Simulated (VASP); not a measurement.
# TlIn4 (Im-3m) in VASP: further runs

TlIn4 is run at these levels: PBE; tasks: relaxation of cell and atoms, single point.

All numbers are computed with VASP 6.6.1; they aren't measurements. Logs are shortened: lines on timing, memory, paths and dates and some standing lists are left out, and cuts for length are marked.

**1. The cell of the first run**

The structure is cubic, space group Im-3m (No. 229). Conventional cell: a = 7.073 Å, b = 7.073 Å, c = 7.073 Å, α = 90.00°, β = 90.00°, γ = 90.00°. Tl (site symmetry m-3m) has 8 In at 3.06 Å within 4.0 Å. Within 4.0 Å of In (site symmetry -3m) lie 2 Tl at 3.06 Å and 6 In at 3.54 Å.

**2. Relaxation of cell and atoms, PBE**

File INCAR:

```
PREC = Accurate
ENCUT = 600
EDIFF = 1E-6
ISMEAR = 0
SIGMA = 0.1
LREAL = F
LASPH = T
NELM = 100
ALGO = Normal
ISIF = 3
LWAVE = F
LCHARG = F
GGA = PE
IBRION = 2
NSW = 100
EDIFFG = -0.01
```

File KPOINTS:

```
Automatic mesh
0
Gamma
  8 8 8
```

File POSCAR:

```
TlIn4
1.0
   -3.5363445204      3.5363445204      3.5363445204
    3.5363445204     -3.5363445204      3.5363445204
    3.5363445204      3.5363445204     -3.5363445204
Tl In
1 4
Direct
    0.0000000000      0.0000000000      0.0000000000
    0.5000000000      0.5000000000      0.5000000000
    0.5000000000      0.0000000000      0.0000000000
    0.0000000000      0.0000000000      0.5000000000
    0.0000000000      0.5000000000      0.0000000000
```

Potentials or basis: VASP PAW PBE potentials, release 64 (Tl_d, In_d).

Started as:

```console
> cat potpaw_PBE.64/Tl_d/POTCAR potpaw_PBE.64/In_d/POTCAR > POTCAR
> mpirun -np 1 vasp_std > vasp.out
```

OUTCAR:

```text
PREC = Accurate
   ENCUT = 600
   EDIFF = 1E-6
   ISMEAR = 0
   LREAL = F
   LASPH = T
   NELM = 100
   ISIF = 3
   GGA = PE
   IBRION = 2
   NSW = 100
   EDIFFG = -0.01

 ion  position               nearest neighbor table
   1  0.000  0.000  0.000-   2 3.06   3 3.06   4 3.06   5 3.06   4 3.06   5 3.06   3 3.06   2 3.06

   2  0.500  0.500  0.500-   1 3.06   1 3.06   4 3.54   5 3.54   3 3.54   5 3.54   4 3.54   3 3.54

   3  0.500  0.000  0.000-   1 3.06   1 3.06   4 3.54   5 3.54   2 3.54   2 3.54   4 3.54   5 3.54

   4  0.000  0.000  0.500-   1 3.06   1 3.06   3 3.54   5 3.54   2 3.54   5 3.54   3 3.54   2 3.54

   5  0.000  0.500  0.000-   1 3.06   1 3.06   3 3.54   4 3.54   2 3.54   4 3.54   2 3.54   3 3.54

  LATTYP: Found a body centered cubic cell.
 ALAT       =     7.0726890408

  Lattice vectors:

 A1 = (  -3.5363445204,   3.5363445204,   3.5363445204)
 A2 = (   3.5363445204,  -3.5363445204,   3.5363445204)
 A3 = (   3.5363445204,   3.5363445204,  -3.5363445204)

Analysis of symmetry for initial positions (statically):
=====================================================================
 Subroutine PRICEL returns:
 Original cell was already a primitive cell.

 Routine SETGRP: Setting up the symmetry group for a
 body centered cubic supercell.

 Subroutine GETGRP returns: Found 48 space group operations
 (whereof 48 operations were pure point group operations)
 out of a pool of 48 trial point group operations.

The static configuration has the point symmetry O_h .

Analysis of symmetry for dynamics (positions and initial velocities):
=====================================================================
 Subroutine PRICEL returns:
 Original cell was already a primitive cell.

 Routine SETGRP: Setting up the symmetry group for a
 body centered cubic supercell.

 Subroutine GETGRP returns: Found 48 space group operations
 (whereof 48 operations were pure point group operations)
 out of a pool of 48 trial point group operations.

The dynamic configuration has the point symmetry O_h .

 Subroutine INISYM returns: Found 48 space group operations
 (whereof 48 operations are pure point group operations),
 and found     1 'primitive' translations

----------------------------------------------------------------------------------------

                                     Primitive cell

  volume of cell :     176.8983

  direct lattice vectors                    reciprocal lattice vectors
    -3.536344520  3.536344520  3.536344520     0.000000000  0.141388939  0.141388939
     3.536344520 -3.536344520  3.536344520     0.141388939  0.000000000  0.141388939
     3.536344520  3.536344520 -3.536344520     0.141388939  0.141388939  0.000000000

  length of vectors
     6.125128382  6.125128382  6.125128382     0.199954155  0.199954155  0.199954155

  position of ions in fractional coordinates (direct lattice)
     0.000000000  0.000000000  0.000000000
     0.500000000  0.500000000  0.500000000
     0.500000000  0.000000000  0.000000000
     0.000000000  0.000000000  0.500000000
     0.000000000  0.500000000  0.000000000

  ion indices of the primitive-cell ions
   primitive index   ion index
                 1           1
                 2           2
                 3           3
                 4           4
                 5           5

----------------------------------------------------------------------------------------

 KPOINTS: Automatic mesh

Automatic generation of k-mesh.
 Grid dimensions read from file:
 generate k-points for:    8    8    8

 Generating k-lattice:

  Cartesian coordinates                     Fractional coordinates (reciprocal lattice)
     0.000000000  0.017673617  0.017673617     0.125000000  0.000000000  0.000000000
     0.017673617  0.000000000  0.017673617     0.000000000  0.125000000  0.000000000
     0.017673617  0.017673617  0.000000000     0.000000000  0.000000000  0.125000000

  Length of vectors
     0.024994269  0.024994269  0.024994269

  Shift w.r.t. Gamma in fractional coordinates (k-lattice)
     0.000000000  0.000000000  0.000000000

 Subroutine IBZKPT returns following result:
 ===========================================

 Found     29 irreducible k-points:

 Following reciprocal coordinates:
            Coordinates               Weight
  0.000000  0.000000  0.000000      1.000000
  0.125000  0.000000  0.000000     12.000000
  0.250000  0.000000  0.000000     12.000000
  0.375000  0.000000  0.000000     12.000000
  0.500000  0.000000  0.000000      6.000000
  0.125000  0.125000  0.000000     24.000000
[... 16 lines left out ...]
 -0.250000  0.250000  0.250000      6.000000
 -0.375000  0.375000  0.250000     24.000000
 [... further k-points ...]
   k-points           NKPTS =     29   k-points in BZ     NKDIM =     29   number of bands    NBANDS=     39
   number of dos      NEDOS =    301   number of ions     NIONS =      5
   total plane-waves  NPLWV = 125000
   dimension x,y,z NGX =    50 NGY =   50 NGZ =   50
   dimension x,y,z NGXF=   100 NGYF=  100 NGZF=  100
   ions per type =               1   4
   NGX,Y,Z   is equivalent  to a cutoff of  13.57, 13.57, 13.57 a.u.
   NGXF,Y,Z  is equivalent  to a cutoff of  27.14, 27.14, 27.14 a.u.
 SYSTEM =  unknown system
   PREC   = accura    normal or accurate (medium, high low for compatibility)
   ISTART =      0    job   : 0-new  1-cont  2-samecut
   ICHARG =      2    charge: 1-file 2-atom 10-const
   ISPIN  =      1    spin polarized calculation?
   LNONCOLLINEAR =      F non collinear calculations
   LSORBIT =      F    spin-orbit coupling
   LASPH  =      T    aspherical Exc in radial PAW
   ENCUT  =  600.0 eV  44.10 Ry    6.64 a.u.  12.23 12.23 12.23*2*pi/ulx,y,z
   NELM   =    100;   NELMIN=  2; NELMDL= -5     # of ELM steps
   EDIFF  = 0.1E-05   stopping-criterion for ELM
   LREAL  =      F    real-space projection
   EDIFFG = -.1E-01   stopping-criterion for IOM
   NSW    =    100    number of steps for IOM
   IBRION =      2    ionic relax: 0-MD 1-quasi-New 2-CG
   NFREE  =      1    steps in history (QN), initial steepest desc. (CG)
   ISIF   =      3    stress and relaxation
   ISYM   =      2    0-nonsym 1-usesym 2-fastsym
   POTIM  = 0.5000    time-step for ionic-motion
   TEBEG  =    0.0;   TEEND  =   0.0 temperature during run
   PSTRESS=    0.0 pullay stress
   NELECT =      65.0000    total number of electrons
   NUPDOWN=      -1.0000    fix difference up-down
   EMIN   =  10.00;   EMAX   =-10.00  energy-range for DOS
   EFERMI =   0.00;   METHOD = LEGACY
   ISMEAR =     0;   SIGMA  =   0.10  broadening in eV -4-tet -1-fermi 0-gaus
   EFERMI_NEDOS =   21; number of points for ismear=-14 and -15
   IALGO  =     38    algorithm
   IMIX   =      4    mixing-type and parameters
     AMIX     =   0.40;   BMIX     =  1.00
     AMIX_MAG =   1.60;   BMIX_MAG =  1.00
  volume/ion in A,a.u.               =      35.38       238.75
  Fermi-wavevector in a.u.,A,eV,Ry     =   1.172568  2.215832 18.706865  1.374916
  Thomas-Fermi vector in A             =   2.308995
   LORBIT       =      0    0 simple, 1 ext, 2 COOP (PROOUT), +10 PAW based schemes
   GGA     = PE    functional components
   LHFCALC =     F    Hartree Fock is set to
   AEXX    =    0.0000 exact exchange contribution
   IVDW    =     0    specifies the selected vdW correction
   LEPSILON=     F    determine dielectric tensor
   LRPA    =     F    only Hartree local field effects (RPA)
 conjugate gradient relaxation of ions
 non-spin polarized calculation
 Gauss-broadening in eV      SIGMA  =   0.10
  energy-cutoff  :      600.00
  volume of cell :      176.90
 maximum number of plane-waves:      5936
 NGX is ok and might be reduce to    50
   NGX = 25   NGY = 25   NGZ = 25

--------------------------------------- Ionic step        1  -------------------------------------------

 number of electron      64.9999997 magnetization

 Free energy of the ion-electron system (eV)
  ---------------------------------------------------
  ext. energy  EPLUGINS =         0.00000000
  ---------------------------------------------------
  free energy    TOTEN  =       -11.01180867 eV

  energy without entropy =      -11.00110818  energy(sigma->0) =      -11.00645843

------------------------ aborting loop because EDIFF is reached ----------------------------------------

  FORCE on cell =-STRESS in cart. coord.  units (eV):
  Direction    XX          YY          ZZ          XY          YZ          ZX
  --------------------------------------------------------------------------------------
  -------------------------------------------------------------------------------------
  Total       -0.0915923     -0.0915923     -0.0915923      0.0000000     -0.0000000     -0.0000000
  in kB       -0.8295564     -0.8295564     -0.8295564      0.0000000     -0.0000000     -0.0000000
  external PRESSURE =      -0.8295564 kB  Pullay stress =       0.0000000 kB

 VOLUME and BASIS-vectors are now :
 -----------------------------------------------------------------------------
  energy-cutoff  :      600.00
  volume of cell :      176.90
      direct lattice vectors                 reciprocal lattice vectors
    -3.536344520  3.536344520  3.536344520     0.000000000  0.141388939  0.141388939
     3.536344520 -3.536344520  3.536344520     0.141388939  0.000000000  0.141388939
     3.536344520  3.536344520 -3.536344520     0.141388939  0.141388939  0.000000000

 POSITION                                       TOTAL-FORCE (eV/Angst)
 -----------------------------------------------------------------------------------
      0.00000      0.00000      0.00000         0.000000     -0.000000      0.000000
      1.76817      1.76817      1.76817        -0.000000     -0.000000     -0.000000
     -1.76817      1.76817      1.76817        -0.000000     -0.000000      0.000000
      1.76817      1.76817     -1.76817         0.000000     -0.000000     -0.000000
      1.76817     -1.76817      1.76817        -0.000000      0.000000      0.000000
 -----------------------------------------------------------------------------------
    total drift:                                0.000000     -0.000000      0.000000

  FREE ENERGIE OF THE ION-ELECTRON SYSTEM (eV)
  ---------------------------------------------------
  free  energy   TOTEN  =       -11.0118086729 eV

  energy  without entropy=      -11.0011081828  energy(sigma->0) =      -11.00645843

--------------------------------------- Ionic step        2  -------------------------------------------

 number of electron      64.9999994 magnetization

 Free energy of the ion-electron system (eV)
  ---------------------------------------------------
  ext. energy  EPLUGINS =         0.00000000
  ---------------------------------------------------
  free energy    TOTEN  =       -11.01194848 eV

  energy without entropy =      -11.00134291  energy(sigma->0) =      -11.00664569

 E-fermi :   4.5499     XC(G=0):  -8.7927

 val. band max:        4.5254447881   @ k =   0.1250   0.1250   0.0000
 cond. band min:       4.5581149913   @ k =   0.1250   0.0000   0.0000
 fundamental gap:      0.0326702032
 Fermi energy:         4.5499059536

 k-point     1 :       0.0000    0.0000    0.0000
  band No.  band energies     occupation
      1     -10.1320      2.00000
      2     -10.1141      2.00000
      3     -10.1141      2.00000
      4     -10.0445      2.00000
      5     -10.0445      2.00000
      6     -10.0445      2.00000
[... 31 lines left out ...]
     38       8.0605      0.00000
     39       8.8817      0.00000

 k-point     2 :       0.1250    0.0000    0.0000
  band No.  band energies     occupation
      1     -10.1234      2.00000
      2     -10.1091      2.00000
      3     -10.1030      2.00000
      4     -10.0439      2.00000
      5     -10.0395      2.00000
      6     -10.0354      2.00000
[... 916 lines left out ...]
 k-point    24 :      -0.3750    0.3750    0.2500
  band No.  band energies     occupation
      1     -10.0914      2.00000
      2     -10.0633      2.00000
      3     -10.0552      2.00000
      4     -10.0509      2.00000
      5     -10.0239      2.00000
      6     -10.0227      2.00000
[... 31 lines left out ...]
     38       8.0394      0.00000
     39       9.3178      0.00000

 [... further k-points ...]

------------------------ aborting loop because EDIFF is reached ----------------------------------------

  FORCE on cell =-STRESS in cart. coord.  units (eV):
  Direction    XX          YY          ZZ          XY          YZ          ZX
  --------------------------------------------------------------------------------------
  -------------------------------------------------------------------------------------
  Total       -0.0028816     -0.0028816     -0.0028816     -0.0000000     -0.0000000      0.0000000
  in kB       -0.0261682     -0.0261682     -0.0261682     -0.0000000     -0.0000000      0.0000000
  external PRESSURE =      -0.0261682 kB  Pullay stress =       0.0000000 kB

 VOLUME and BASIS-vectors are now :
 -----------------------------------------------------------------------------
  energy-cutoff  :      600.00
  volume of cell :      176.43
      direct lattice vectors                 reciprocal lattice vectors
    -3.533219342  3.533219342  3.533219342     0.000000000  0.141513999  0.141513999
     3.533219342 -3.533219342  3.533219342     0.141513999  0.000000000  0.141513999
     3.533219342  3.533219342 -3.533219342     0.141513999  0.141513999  0.000000000

 POSITION                                       TOTAL-FORCE (eV/Angst)
 -----------------------------------------------------------------------------------
      3.53322      3.53322     -3.53322        -0.000000     -0.000000      0.000000
      1.76661      1.76661      1.76661        -0.000000     -0.000000     -0.000000
      1.76661      5.29983     -1.76661         0.000000      0.000000      0.000000
      1.76661      1.76661      5.29983         0.000000      0.000000      0.000000
      1.76661     -1.76661      1.76661        -0.000000      0.000000     -0.000000
 -----------------------------------------------------------------------------------
    total drift:                                0.000000      0.000000     -0.000000

  FREE ENERGIE OF THE ION-ELECTRON SYSTEM (eV)
  ---------------------------------------------------
  free  energy   TOTEN  =       -11.0119484809 eV

  energy  without entropy=      -11.0013429083  energy(sigma->0) =      -11.00664569

 reached required accuracy - stopping structural energy minimisation
```

Run time: 3.4 min. Hardware: 1 thread of AMD EPYC 9R45 (Zen 5), shared host; peak memory 0.46 GiB.

What came out:

```
Free energy                            : -11.0119 eV
Relaxed volume                         : 35.29 Å³/atom
Relaxed cell                           : a = 6.120 Å, b = 6.120 Å, c = 6.120 Å, α = 109.47°, β = 109.47°, γ = 109.47°
Space group after relaxing (to 0.05 Å) : Im-3m (No. 229)
Energy gained by relaxing              : 0.0 meV/atom
Ionic steps                            : 2
Pressure after relaxing                : 0.0 GPa
```

Step by step:
| step | energy change (eV) | largest force (eV/Å) | pressure (GPa) | volume (Å³) |
| --- | --- | --- | --- | --- |
| 1 | 0.0000 | 0.0000 | -0.08 | 176.90 |
| 2 | -0.0001 | 0.0000 | 0.00 | 176.43 |

Final structure:
```
Tl In
1.0
    -3.53322    3.53322    3.53322
     3.53322   -3.53322    3.53322
     3.53322    3.53322   -3.53322
Tl In
1 4
Cartesian
  3.5332 3.5332 -3.5332
  1.7666 1.7666 1.7666
  1.7666 5.2998 -1.7666
  1.7666 1.7666 5.2998
  1.7666 -1.7666 1.7666
```

Caveat: spin-orbit coupling is left out, which moves the levels of the heavy elements.

**3. Single point, PBE**

This run uses another cell than the first one, of 25.59 Å³/atom, 0.723 times its volume.

File INCAR:

```
ALGO = Normal
EDIFF = 1E-6
ENCUT = 520
GGA = PE
ISIF = 2
ISMEAR = 0
LASPH = True
LCHARG = True
LELF = True
LREAL = False
LVHAR = True
LWAVE = False
NBANDS = 40
NELM = 100
PREC = Accurate
SIGMA = 0.1
```

File KPOINTS:

```
k-points
0
Gamma
  4 4 4
```

POSCAR: that of step 2 with these lines changed.

```diff
@@ -2,5 +2,5 @@
 1.0
-   -3.5363445204      3.5363445204      3.5363445204
-    3.5363445204     -3.5363445204      3.5363445204
-    3.5363445204      3.5363445204     -3.5363445204
+   -3.1744578800      3.1744578800      3.1744578800
+    3.1744578800     -3.1744578800      3.1744578800
+    3.1744578800      3.1744578800     -3.1744578800
 Tl In
```

Potentials or basis: VASP PAW PBE potentials, release 64 (Tl_d, In_d).

Started as:

```console
> cat potpaw_PBE.64/Tl_d/POTCAR potpaw_PBE.64/In_d/POTCAR > POTCAR
> mpirun -np 1 vasp_std > vasp.out
```

Run time: 30 s. Hardware: 1 thread of AMD EPYC 9R45 (Zen 5), shared host; peak memory 0.23 GiB.

Results (log left out):

| Item | Value |
| --- | --- |
| Free energy | -8.8822 eV |
| Pressure | 16.1 GPa |

Levels at points of the mesh, in eV from the Fermi level:
| k point | band 31 | band 32 | band 33 | band 34 | band 35 | band 36 |
| --- | --- | --- | --- | --- | --- | --- |
| (0.00, 0.00, 0.00) | -2.18 | -2.18 | -2.18 | -0.85 | -0.85 | -0.85 |
| (0.50, 0.00, 0.00) | -3.06 | 0.24 | 0.80 | 1.57 | 1.85 | 3.28 |
| (0.50, 0.50, 0.50) | -3.11 | 0.93 | 1.62 | 1.62 | 1.62 | 4.34 |

Caveat: spin-orbit coupling is left out, which moves the levels of the heavy elements.

(Part 1 of 2 ends here.)
